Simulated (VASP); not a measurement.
# Ga (Fm-3m) in VASP: notebook

The runs below take Ga through single point, relaxation of cell and atoms, with revPBE.

All numbers are computed with VASP 6.6.1; they aren't measurements. Logs are shortened: lines on timing, memory, paths and dates and some standing lists are left out, and cuts for length are marked.

## 1. The cell of the first run

The structure is cubic, space group Fm-3m (No. 225). The conventional cell has a = 4.384 Å, b = 4.384 Å, c = 4.384 Å, α = 90.00°, β = 90.00°, γ = 90.00°. Ga (site symmetry m-3m) has 12 Ga at 3.10 Å within 4.1 Å.

## 2. Single point, revPBE (volume scaled by 1.08)

File INCAR:

```
SYSTEM = Ga
PREC = Accurate
ENCUT = 520
EDIFF = 1E-6
ISMEAR = -1
SIGMA = 0.1
LREAL = .False.
LASPH = .True.
NELM = 100
ALGO = Normal
ISIF = 2
LWAVE = .False.
LCHARG = .True.
GGA = RE
LELF = .True.
LVHAR = .True.
NBANDS = 12
```

File KPOINTS:

```
regular mesh
0
Gamma
  14 14 14
  0 0 0
```

File POSCAR:

```
Ga
1.0
    0.0000000000      2.1920160125      2.1920160125
    2.1920160125      0.0000000000      2.1920160125
    2.1920160125      2.1920160125      0.0000000000
Ga
1
Direct
    0.0000000000      0.0000000000      0.0000000000
```

Potentials or basis: VASP PAW PBE potentials, release 64 (Ga_d).

Command:

```
cat potpaw_PBE.64/Ga_d/POTCAR > POTCAR
mpirun -np 1 vasp_std > vasp.out
```

OUTCAR:

```text
SYSTEM = Ga
   PREC = Accurate
   ENCUT = 520
   EDIFF = 1E-6
   ISMEAR = -1
   LREAL = .False.
   LASPH = .True.
   NELM = 100
   ISIF = 2
   GGA = RE

 ion  position               nearest neighbor table
   1  0.000  0.000  0.000-

  LATTYP: Found a face centered cubic cell.
 ALAT       =     4.3840320250

  Lattice vectors:

 A1 = (   0.0000000000,   2.1920160125,   2.1920160125)
 A2 = (   2.1920160125,   0.0000000000,   2.1920160125)
 A3 = (   2.1920160125,   2.1920160125,   0.0000000000)

Analysis of symmetry for initial positions (statically):
=====================================================================
 Subroutine PRICEL returns:
 Original cell was already a primitive cell.

 Routine SETGRP: Setting up the symmetry group for a
 face centered cubic supercell.

 Subroutine GETGRP returns: Found 48 space group operations
 (whereof 48 operations were pure point group operations)
 out of a pool of 48 trial point group operations.

The static configuration has the point symmetry O_h .

Analysis of symmetry for dynamics (positions and initial velocities):
=====================================================================
 Subroutine PRICEL returns:
 Original cell was already a primitive cell.

 Routine SETGRP: Setting up the symmetry group for a
 face centered cubic supercell.

 Subroutine GETGRP returns: Found 48 space group operations
 (whereof 48 operations were pure point group operations)
 out of a pool of 48 trial point group operations.

The dynamic configuration has the point symmetry O_h .

 Subroutine INISYM returns: Found 48 space group operations
 (whereof 48 operations are pure point group operations),
 and found     1 'primitive' translations

----------------------------------------------------------------------------------------

                                     Primitive cell

  volume of cell :      21.0650

  direct lattice vectors                    reciprocal lattice vectors
     0.000000000  2.192016012  2.192016012    -0.228100524  0.228100524  0.228100524
     2.192016012  0.000000000  2.192016012     0.228100524 -0.228100524  0.228100524
     2.192016012  2.192016012  0.000000000     0.228100524  0.228100524 -0.228100524

  length of vectors
     3.099978774  3.099978774  3.099978774     0.395081696  0.395081696  0.395081696

  position of ions in fractional coordinates (direct lattice)
     0.000000000  0.000000000  0.000000000
[... 81 lines left out ...]
   NFREE  =      0    steps in history (QN), initial steepest desc. (CG)
   ISIF   =      2    stress and relaxation
   ISYM   =      2    0-nonsym 1-usesym 2-fastsym
   POTIM  = 0.5000    time-step for ionic-motion
   TEBEG  =    0.0;   TEEND  =   0.0 temperature during run
   PSTRESS=    0.0 pullay stress
   NELECT =      13.0000    total number of electrons
   NUPDOWN=      -1.0000    fix difference up-down
   EMIN   =  10.00;   EMAX   =-10.00  energy-range for DOS
   EFERMI =   0.00;   METHOD = LEGACY
   ISMEAR =    -1;   SIGMA  =   0.10  broadening in eV -4-tet -1-fermi 0-gaus
   EFERMI_NEDOS =   21; number of points for ismear=-14 and -15
   IALGO  =     38    algorithm
   IMIX   =      4    mixing-type and parameters
     AMIX     =   0.40;   BMIX     =  1.00
     AMIX_MAG =   1.60;   BMIX_MAG =  1.00
  volume/ion in A,a.u.               =      21.06       142.15
  Fermi-wavevector in a.u.,A,eV,Ry     =   1.393806  2.633911 26.431960  1.942694
  Thomas-Fermi vector in A             =   2.517416
   LORBIT       =      0    0 simple, 1 ext, 2 COOP (PROOUT), +10 PAW based schemes
   GGA     = RE    functional components
   LHFCALC =     F    Hartree Fock is set to
   AEXX    =    0.0000 exact exchange contribution
   IVDW    =     0    specifies the selected vdW correction
   LEPSILON=     F    determine dielectric tensor
   LRPA    =     F    only Hartree local field effects (RPA)
 non-spin polarized calculation
  energy-cutoff  :      520.00
  volume of cell :       21.06
 maximum number of plane-waves:       588
   NGX = 11   NGY = 11   NGZ = 11

 number of electron      12.9999995 magnetization

 Free energy of the ion-electron system (eV)
  ---------------------------------------------------
  ext. energy  EPLUGINS =         0.00000000
  ---------------------------------------------------
  free energy    TOTEN  =        -2.58712433 eV

  energy without entropy =       -2.57091672  energy(sigma->0) =       -2.57902053

 E-fermi :   4.7028     XC(G=0): -10.3859

 val. band max:        4.6662607812   @ k =   0.4286   0.4286   0.0000
 cond. band min:       4.7310936758   @ k =  -0.2857   0.3571   0.0714
 fundamental gap:      0.0648328946
 Fermi energy:         4.7027525438

 k-point     1 :       0.0000    0.0000    0.0000
  band No.  band energies     occupation
      1     -10.1679      2.00000
      2     -10.1679      2.00000
      3     -10.1679      2.00000
      4     -10.0784      2.00000
      5     -10.0784      2.00000
      6      -5.5543      2.00000
      7      15.7709      0.00000
      8      15.7710      0.00000
      9      15.7710      0.00000
     10      19.7879      0.00000
     11      19.7879      0.00000
     12      19.7883      0.00000
[... 331 lines left out ...]
 k-point    24 :       0.2857    0.1429    0.0000
  band No.  band energies     occupation
      1     -10.2015      2.00000
      2     -10.1358      2.00000
      3     -10.1154      2.00000
      4     -10.0925      2.00000
      5     -10.0379      2.00000
      6      -3.7720      2.00000
      7       8.7534      0.00000
      8      12.2729      0.00000
      9      12.9975      0.00000
     10      16.0759      0.00000
     11      18.3514      0.00000
     12      23.1400      0.00000

 [... further k-points ...]

------------------------ aborting loop because EDIFF is reached ----------------------------------------

  FORCE on cell =-STRESS in cart. coord.  units (eV):
  Direction    XX          YY          ZZ          XY          YZ          ZX
  --------------------------------------------------------------------------------------
  -------------------------------------------------------------------------------------
  Total       -0.3856333     -0.3856333     -0.3856333     -0.0000000      0.0000000     -0.0000000
  in kB      -29.3308022    -29.3308022    -29.3308022     -0.0000000      0.0000000     -0.0000000
  external PRESSURE =     -29.3308022 kB  Pullay stress =       0.0000000 kB

 VOLUME and BASIS-vectors are now :
 -----------------------------------------------------------------------------
  energy-cutoff  :      520.00
  volume of cell :       21.06
      direct lattice vectors                 reciprocal lattice vectors
     0.000000000  2.192016012  2.192016012    -0.228100524  0.228100524  0.228100524
     2.192016012  0.000000000  2.192016012     0.228100524 -0.228100524  0.228100524
     2.192016012  2.192016012  0.000000000     0.228100524  0.228100524 -0.228100524

 POSITION                                       TOTAL-FORCE (eV/Angst)
 -----------------------------------------------------------------------------------
      0.00000      0.00000      0.00000         0.000000      0.000000      0.000000
 -----------------------------------------------------------------------------------
    total drift:                               -0.000000      0.000000      0.000000

  FREE ENERGIE OF THE ION-ELECTRON SYSTEM (eV)
  ---------------------------------------------------
  free  energy   TOTEN  =        -2.5871243344 eV

  energy  without entropy=       -2.5709167213  energy(sigma->0) =       -2.57902053
```

Wall time 19 s (1 thread of AMD EPYC 7R13 (Zen 3), shared host); peak memory 0.12 GiB.

What came out:

```yaml
Free_energy: -2.5871 eV
Pressure: -2.9 GPa
```

Caveat: the cell differs from its parent crystal (volume scaled by 1.08); the PAW data sets were made with another functional, which shifts forces and pressure a little.

## 3. Single point, revPBE (volume scaled by 1.12)

File INCAR:

```
ALGO = Normal
EDIFF = 1E-6
ENCUT = 520
GGA = RE
ISIF = 2
ISMEAR = -1
LASPH = True
LCHARG = True
LELF = True
LREAL = False
LVHAR = True
LWAVE = False
NBANDS = 12
NELM = 80
PREC = Accurate
SIGMA = 0.1
```

File KPOINTS:

```
k-points
0
Gamma
  14 14 14
```

File POSCAR:

```
Ga
1.0
    0.0000000000      2.2187505499      2.2187505499
    2.2187505499      0.0000000000      2.2187505499
    2.2187505499      2.2187505499      0.0000000000
Ga
1
Direct
    0.0000000000      0.0000000000      0.0000000000
```

Potentials or basis: VASP PAW PBE potentials, release 64 (Ga_d).

Command:

```
cat potpaw_PBE.64/Ga_d/POTCAR > POTCAR
mpirun -np 1 vasp_std > vasp.out
```

Wall time 18 s (1 thread of AMD EPYC 7R13 (Zen 3), shared host); peak memory 0.12 GiB.

Results (log left out):

* Free energy: -2.5706 eV
* Pressure: -3.9 GPa

Levels at points of the mesh, in eV from the Fermi level:
```csv
k point,band 3,band 4,band 5,band 6,band 7,band 8,band 9,band 10
"(0.00, 0.00, 0.00)",-14.84,-14.76,-14.76,-10.00,10.71,10.71,10.71,14.80
"(0.50, 0.00, 0.00)",-14.84,-14.69,-14.69,-4.83,-3.32,8.70,8.70,13.24
"(0.50, 0.50, 0.00)",-14.69,-14.67,-14.67,-2.60,-2.08,4.50,4.50,7.64
```

Caveat: the cell differs from its parent crystal (volume scaled by 1.12); the PAW data sets were made with another functional, which shifts forces and pressure a little.

## 4. Relaxation of cell and atoms, revPBE

This run uses another cell than the first one, of 19.59 Å³/atom, 0.930 times its volume.

File INCAR:

```
SYSTEM = Ga
ALGO     = Normal         ! electronic algorithm
EDIFF    = 1E-7           ! SCF threshold, eV
EDIFFG   = -0.01          ! ionic threshold
ENCUT    = 600            ! plane-wave cutoff, eV
GGA      = RE             ! functional
IBRION   = 2              ! ionic algorithm
ISIF     = 3              ! what is computed and relaxed
ISMEAR   = -1             ! smearing method
LASPH    = .True.         ! aspherical terms in the spheres
LCHARG   = .False.        ! write CHGCAR
LREAL    = .False.        ! projectors in reciprocal space
LWAVE    = .False.        ! write WAVECAR
NELM     = 80             ! most SCF steps
NSW      = 80             ! ionic steps
PREC     = Accurate       ! precision mode
SIGMA    = 0.1            ! smearing width, eV
```

File KPOINTS:

```
k-points
0
Gamma
  13 13 13
  0 0 0
```

File POSCAR:

```
Ga
1.0
    0.0000000000      2.1397919757      2.1397919757
    2.1397919757      0.0000000000      2.1397919757
    2.1397919757      2.1397919757      0.0000000000
Ga
1
Direct
    0.0000000000      0.0000000000      0.0000000000
```

Command:

```
cat potpaw_PBE.64/Ga_d/POTCAR > POTCAR
mpirun -np 1 vasp_std > vasp.out
```

Run time: 18 s. Hardware: 1 thread of AMD EPYC 7R13 (Zen 3), shared host; peak memory 0.12 GiB.

The run converged. Its results:

- Free energy: -2.6022 eV
- Relaxed volume: 19.53 Å³/atom
- Relaxed cell: a = 3.023 Å, b = 3.023 Å, c = 3.023 Å, α = 60.00°, β = 60.00°, γ = 60.00°
- Space group after relaxing (to 0.05 Å): Fm-3m (No. 225)
- Energy gained by relaxing: 0.0 meV/atom
- Ionic steps: 2
- Pressure after relaxing: 0.0 GPa

Final structure:
```
Ga
1.0
     0.00000    2.13735    2.13735
     2.13735    0.00000    2.13735
     2.13735    2.13735    0.00000
Ga
1
Direct
  0.00000 0.00000 0.00000
```

Levels at points of the mesh, in eV from the Fermi level:
| k point | band 4 | band 5 | band 6 | band 7 | band 8 | band 9 |
| --- | --- | --- | --- | --- | --- | --- |
| (0.00, 0.00, 0.00) | -14.84 | -14.84 | -10.83 | 11.83 | 11.83 | 11.83 |

Caveat: the PAW data sets were made with another functional, which shifts forces and pressure a little.

## 5. Single point, revPBE

This run uses another cell than the first one, of 19.50 Å³/atom, 0.926 times its volume.

File INCAR:

```
SYSTEM = Ga
PREC = Accurate ; ENCUT = 520
EDIFF = 1E-7 ; ISMEAR = -1
SIGMA = 0.1 ; LREAL = .FALSE.
LASPH = .TRUE. ; NELM = 80
ALGO = Normal ; ISIF = 2
LWAVE = .FALSE. ; LCHARG = .FALSE.
GGA = RE ; NBANDS = 12
```

File KPOINTS:

```
regular mesh
0
G
  21 21 21
  0 0 0
```

File POSCAR:

```
Ga
1.0
    0.0000000000      2.1364979010      2.1364979010
    2.1364979010      0.0000000000      2.1364979010
    2.1364979010      2.1364979010      0.0000000000
Ga
1
Direct
    0.0000000000      0.0000000000      0.0000000000
```

Command:

```
cat potpaw_PBE.64/Ga_d/POTCAR > POTCAR
mpirun -np 1 vasp_std > vasp.out
```

Wall time 53 s (1 thread of AMD EPYC 7R13 (Zen 3), shared host); peak memory 0.16 GiB.

It converged, with:

```
Free energy : -2.6038 eV
Pressure    : 0.0 GPa
```

Levels at points of the mesh, in eV from the Fermi level:
```
           k point  band 3  band 4  band 5  band 6  band 7  band 8  band 9  band 10
(0.00, 0.00, 0.00)  -14.93  -14.82  -14.82  -10.82   11.86   11.86   11.86    15.58
```

Caveat: the PAW data sets were made with another functional, which shifts forces and pressure a little.

## 6. Overview

| task | cell | k mesh | cutoff (eV) | gap on the mesh (eV) | pressure (GPa) |
| --- | --- | --- | --- | --- | --- |
| single point | a = 3.100 Å, angles 60.0°, 1 atom | 14 × 14 × 14 | 520 | none | -2.9 |
| single point | a = 3.138 Å, angles 60.0°, 1 atom | 14 × 14 × 14 | 520 | none | -3.9 |
| relaxation of cell and atoms | relaxed from a = 3.026 Å, angles 60.0°, 1 atom | 13 × 13 × 13 | 600 | none | 0.0 |
| single point | a = 3.021 Å, angles 60.0°, 1 atom | 21 × 21 × 21 | 520 | none | 0.0 |

Alike in all rows: level revPBE; potentials or basis VASP PAW PBE potentials, release 64 (Ga_d); no spin polarisation; smearing fermi-dirac 0.1 eV.

Caveats: the PAW data sets were made with another functional, which shifts forces and pressure a little.

Total energies depend on the potentials used, so only differences within one code and one set of settings carry meaning.
